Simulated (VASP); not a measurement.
# TiO2 (I4_1/amd) in VASP: a series of runs

Runs on TiO2. Level: r2SCAN. Tasks: single point.

All numbers are computed with VASP 6.6.1; they aren't measurements. Logs are shortened: lines on timing, memory, paths and dates and some standing lists are left out, and cuts for length are marked.

## Step 1: The cell of the first run

It takes space group I4_1/amd (No. 141, tetragonal). The conventional cell has a = 3.740 Å, b = 3.740 Å, c = 9.731 Å, α = 90.00°, β = 90.00°, γ = 90.00°. Within 2.5 Å of Ti (site symmetry -4m2) lie 6 O at 1.92 to 2.00 Å. Within 2.5 Å of O (site symmetry 2mm) lie 3 Ti at 1.92 to 2.00 Å and 2 O at 2.44 Å.

## Step 2: Single point, r2SCAN (biaxial strain in the a-b plane: -1.0 %, then relaxed in part)

Input file POSCAR:

```
TiO2
1.0
    3.7399318890      0.0000000000      0.0000000000
    0.0000000000      3.7399318890      0.0000000000
    0.0000000000      0.0000000000      9.7306705314
Ti O
4 8
Direct
    0.0000000000      0.5000000000      0.7500000000
    0.5000000000      0.5000000000      0.0000000000
    0.5000000000      0.0000000000      0.2500000000
    0.0000000000      0.0000000000      0.5000000000
    0.0000000000      0.5000000000      0.9553941071
    0.5000000000      0.5000000000      0.7946058929
    0.5000000000      0.0000000000      0.0446058929
    0.0000000000      0.0000000000      0.7053941071
    0.5000000000      0.0000000000      0.4553941071
    0.0000000000      0.0000000000      0.2946058929
    0.0000000000      0.5000000000      0.5446058929
    0.5000000000      0.5000000000      0.2053941071
```

Input file INCAR.step1:

```
SYSTEM = TiO2
PREC = Accurate ; ENCUT = 520
ISMEAR = 0 ; SIGMA = 0.02
LREAL = .FALSE. ; LASPH = .TRUE.
NELM = 80 ; NBANDS = 60
GGA = PE ; ALGO = Normal
EDIFF = 1E-4 ; LWAVE = .TRUE.
LCHARG = .FALSE.
```

Input file INCAR.step2:

```
SYSTEM = TiO2
PREC = Accurate ; ENCUT = 520
EDIFF = 1E-6 ; ISMEAR = 0
SIGMA = 0.02 ; LREAL = .FALSE.
LASPH = .TRUE. ; NELM = 80
ALGO = Normal ; ISIF = 2
LWAVE = .FALSE. ; LCHARG = .FALSE.
METAGGA = R2SCAN ; LMIXTAU = .TRUE.
NBANDS = 60 ; ISTART = 1
```

Input file KPOINTS:

```
regular mesh
0
G
  6 6 4
  0 0 0
```

Potentials or basis: VASP PAW PBE potentials, release 64 (Ti_sv, O).

The run is started by

```console
cat potpaw_PBE.64/Ti_sv/POTCAR potpaw_PBE.64/O/POTCAR > POTCAR
cp INCAR.step1 INCAR
mpirun -np 1 vasp_std > vasp.out
cp INCAR.step2 INCAR
mpirun -np 1 vasp_std > vasp.out
```

OUTCAR:

```text
SYSTEM = TiO2
   PREC = Accurate
   ENCUT = 520
   EDIFF = 1E-6
   ISMEAR = 0
   LREAL = .FALSE.
   LASPH = .TRUE.
   NELM = 80
   ISIF = 2
   METAGGA = R2SCAN
   ISTART = 1

 ion  position               nearest neighbor table
   1  0.000  0.500  0.750-   6 1.92   8 1.92   8 1.92   6 1.92   5 2.00  11 2.00
   2  0.500  0.500  0.000-   5 1.92   7 1.92   7 1.92   5 1.92   6 2.00  12 2.00
   3  0.500  0.000  0.250-  10 1.92  12 1.92  12 1.92  10 1.92   7 2.00   9 2.00
   4  0.000  0.000  0.500-   9 1.92  11 1.92  11 1.92   9 1.92  10 2.00   8 2.00
   5  0.000  0.500  0.955-   2 1.92   2 1.92   1 2.00
   6  0.500  0.500  0.795-   1 1.92   1 1.92   2 2.00
   7  0.500  0.000  0.045-   2 1.92   2 1.92   3 2.00
   8  0.000  0.000  0.705-   1 1.92   1 1.92   4 2.00
   9  0.500  0.000  0.455-   4 1.92   4 1.92   3 2.00
  10  0.000  0.000  0.295-   3 1.92   3 1.92   4 2.00
  11  0.000  0.500  0.545-   4 1.92   4 1.92   1 2.00
  12  0.500  0.500  0.205-   3 1.92   3 1.92   2 2.00

  LATTYP: Found a simple tetragonal cell.
 ALAT       =     3.7399318890
 C/A-ratio  =     2.6018309478

  Lattice vectors:

 A1 = (   3.7399318890,   0.0000000000,   0.0000000000)
 A2 = (   0.0000000000,   3.7399318890,   0.0000000000)
 A3 = (   0.0000000000,   0.0000000000,   9.7306705314)

Analysis of symmetry for initial positions (statically):
=====================================================================
 Subroutine PRICEL returns following result:

  LATTYP: Found a body centered tetragonal cell.
 ALAT       =     3.7399318890
 C/A-ratio  =     2.6018309478

  Lattice vectors:

 A1 = (  -1.8699659445,   1.8699659445,   4.8653352657)
 A2 = (   1.8699659445,  -1.8699659445,   4.8653352657)
 A3 = (   1.8699659445,   1.8699659445,  -4.8653352657)

   2 primitive cells build up your supercell.

 Routine SETGRP: Setting up the symmetry group for a
 simple tetragonal supercell.

 Subroutine GETGRP returns: Found 16 space group operations
 (whereof  8 operations were pure point group operations)
 out of a pool of 16 trial point group operations.

The static configuration has the point symmetry D_2d.
 The point group associated with its full space group is D_4h.
[... 137 lines left out ...]
   IBRION =     -1    ionic relax: 0-MD 1-quasi-New 2-CG
   NFREE  =      0    steps in history (QN), initial steepest desc. (CG)
   ISIF   =      2    stress and relaxation
   ISYM   =      2    0-nonsym 1-usesym 2-fastsym
   POTIM  = 0.5000    time-step for ionic-motion
   TEBEG  =    0.0;   TEEND  =   0.0 temperature during run
   PSTRESS=    0.0 pullay stress
   NELECT =      96.0000    total number of electrons
   NUPDOWN=      -1.0000    fix difference up-down
   EMIN   =  10.00;   EMAX   =-10.00  energy-range for DOS
   EFERMI =   0.00;   METHOD = LEGACY
   ISMEAR =     0;   SIGMA  =   0.02  broadening in eV -4-tet -1-fermi 0-gaus
   EFERMI_NEDOS =   21; number of points for ismear=-14 and -15
   IALGO  =     38    algorithm
   IMIX   =      4    mixing-type and parameters
     AMIX     =   0.40;   BMIX     =  1.00
     AMIX_MAG =   1.60;   BMIX_MAG =  1.00
  volume/ion in A,a.u.               =      11.34        76.54
  Fermi-wavevector in a.u.,A,eV,Ry     =   1.457276  2.753853 28.894064  2.123654
  Thomas-Fermi vector in A             =   2.574096
   LORBIT       =      0    0 simple, 1 ext, 2 COOP (PROOUT), +10 PAW based schemes
   METAGGA = R2SCAN    functional components
   LHFCALC =     F    Hartree Fock is set to
   AEXX    =    0.0000 exact exchange contribution
   IVDW    =     0    specifies the selected vdW correction
   LEPSILON=     F    determine dielectric tensor
   LRPA    =     F    only Hartree local field effects (RPA)
 non-spin polarized calculation
 Gauss-broadening in eV      SIGMA  =   0.02
  energy-cutoff  :      520.00
  volume of cell :      136.10
 maximum number of plane-waves:      3688
 NGX is ok and might be reduce to    28
   NGX = 13   NGY = 13   NGZ = 37

 number of electron      95.9999959 magnetization

 Free energy of the ion-electron system (eV)
  ---------------------------------------------------
  ext. energy  EPLUGINS =         0.00000000
  ---------------------------------------------------
  free energy    TOTEN  =      -139.67515749 eV

  energy without entropy =     -139.67515749  energy(sigma->0) =     -139.67515749

 E-fermi :   3.0974     XC(G=0): -11.4663

 val. band max:        2.9895505433   @ k =   0.5000   0.5000   0.0000
 cond. band min:       5.7097279524   @ k =   0.0000   0.0000   0.0000
 fundamental gap:      2.7201774091
 Fermi energy:         3.0973895209

 k-point     1 :       0.0000    0.0000    0.0000
  band No.  band energies     occupation
      1     -55.4566      2.00000
      2     -55.4287      2.00000
      3     -55.4287      2.00000
      4     -55.4006      2.00000
      5     -30.8758      2.00000
      6     -30.6808      2.00000
[... 1501 lines left out ...]
     59       8.1142      0.00000
     60       8.1142      0.00000

 [... further k-points ...]

------------------------ aborting loop because EDIFF is reached ----------------------------------------

  FORCE on cell =-STRESS in cart. coord.  units (eV):
  Direction    XX          YY          ZZ          XY          YZ          ZX
  --------------------------------------------------------------------------------------
  -------------------------------------------------------------------------------------
  Total        3.6868191      3.6868191      0.8559535      0.0000000      0.0000000      0.0000000
  in kB       43.4002530     43.4002530     10.0760570      0.0000000      0.0000000      0.0000000
  external PRESSURE =      32.2921876 kB  Pullay stress =       0.0000000 kB

 VOLUME and BASIS-vectors are now :
 -----------------------------------------------------------------------------
  energy-cutoff  :      520.00
  volume of cell :      136.10
      direct lattice vectors                 reciprocal lattice vectors
     3.739931889  0.000000000  0.000000000     0.267384549  0.000000000  0.000000000
     0.000000000  3.739931889  0.000000000     0.000000000  0.267384549  0.000000000
     0.000000000  0.000000000  9.730670531     0.000000000  0.000000000  0.102767841

 POSITION                                       TOTAL-FORCE (eV/Angst)
 -----------------------------------------------------------------------------------
      0.00000      1.86997      7.29800         0.000000      0.000000     -0.000000
      1.86997      1.86997      0.00000         0.000000     -0.000000     -0.000000
      1.86997      0.00000      2.43267        -0.000000      0.000000     -0.000000
      0.00000      0.00000      4.86534        -0.000000     -0.000000     -0.000000
      0.00000      1.86997      9.29663        -0.000000     -0.000000      0.022607
      1.86997      1.86997      7.73205         0.000000     -0.000000     -0.022607
      1.86997      0.00000      0.43405         0.000000     -0.000000     -0.022607
      0.00000      0.00000      6.86396         0.000000      0.000000      0.022607
      1.86997      0.00000      4.43129        -0.000000     -0.000000      0.022607
      0.00000      0.00000      2.86671         0.000000     -0.000000     -0.022607
      0.00000      1.86997      5.29938         0.000000     -0.000000     -0.022607
      1.86997      1.86997      1.99862         0.000000      0.000000      0.022607
 -----------------------------------------------------------------------------------
    total drift:                                0.000000      0.000000      0.000000

  FREE ENERGIE OF THE ION-ELECTRON SYSTEM (eV)
  ---------------------------------------------------
  free  energy   TOTEN  =      -139.6751574922 eV

  energy  without entropy=     -139.6751574922  energy(sigma->0) =     -139.67515749
```

OSZICAR.step1:

```text
N       E                     dE             d eps       ncg     rms          rms(c)
DAV:   1     0.152885841242E+04    0.15289E+04   -0.48153E+04  3696   0.189E+03
DAV:   2     0.180400935949E+03   -0.13485E+04   -0.12793E+04  3656   0.587E+02
DAV:   3    -0.117853817965E+03   -0.29825E+03   -0.29016E+03  4560   0.242E+02
DAV:   4    -0.140652709293E+03   -0.22799E+02   -0.22738E+02  5352   0.724E+01
DAV:   5    -0.142030825511E+03   -0.13781E+01   -0.13775E+01  5524   0.137E+01    0.461E+01
DAV:   6    -0.108187413497E+03    0.33843E+02   -0.20884E+02  5212   0.983E+01    0.169E+01
DAV:   7    -0.107898976841E+03    0.28844E+00   -0.31460E+01  4960   0.319E+01    0.117E+01
DAV:   8    -0.108336380785E+03   -0.43740E+00   -0.97711E+00  4628   0.221E+01    0.803E+00
DAV:   9    -0.107599246414E+03    0.73713E+00   -0.44922E+00  4680   0.144E+01    0.147E+00
DAV:  10    -0.107624801237E+03   -0.25555E-01   -0.31019E-01  4348   0.301E+00    0.820E-01
DAV:  11    -0.107612742432E+03    0.12059E-01   -0.57963E-02  4240   0.124E+00    0.154E-01
DAV:  12    -0.107613091534E+03   -0.34910E-03   -0.26005E-03  4296   0.325E-01    0.109E-01
DAV:  13    -0.107613116128E+03   -0.24594E-04   -0.93147E-04  4108   0.149E-01
   1 F= -.10761312E+03 E0= -.10761312E+03  d E =-.500013E-14
```

It took 12 min on 1 thread of AMD EPYC 9R45 (Zen 5), shared host; peak memory 0.32 GiB.

Results:

```yaml
Free_energy: -139.6752 eV
Pressure: 3.2 GPa
Largest_force: 0.023 eV/Å
Band_gap_on_the_k_mesh: 2.72 eV
```

Forces in eV/Å, atoms in the order of the input:
```
Ti   0.000  0.000  0.000
Ti   0.000  0.000  0.000
Ti   0.000  0.000  0.000
Ti   0.000  0.000  0.000
O    0.000  0.000  0.023
O    0.000  0.000 -0.023
O    0.000  0.000 -0.023
O    0.000  0.000  0.023
O    0.000  0.000  0.023
O    0.000  0.000 -0.023
O    0.000  0.000 -0.023
O    0.000  0.000  0.023
```

Caveat: the cell differs from its parent crystal (biaxial strain in the a-b plane: -1.0 %, then relaxed in part); the cell stands under pressure; the PAW data sets were made with another functional, which shifts forces and pressure a little.

(Continued in part 2 of 2.)
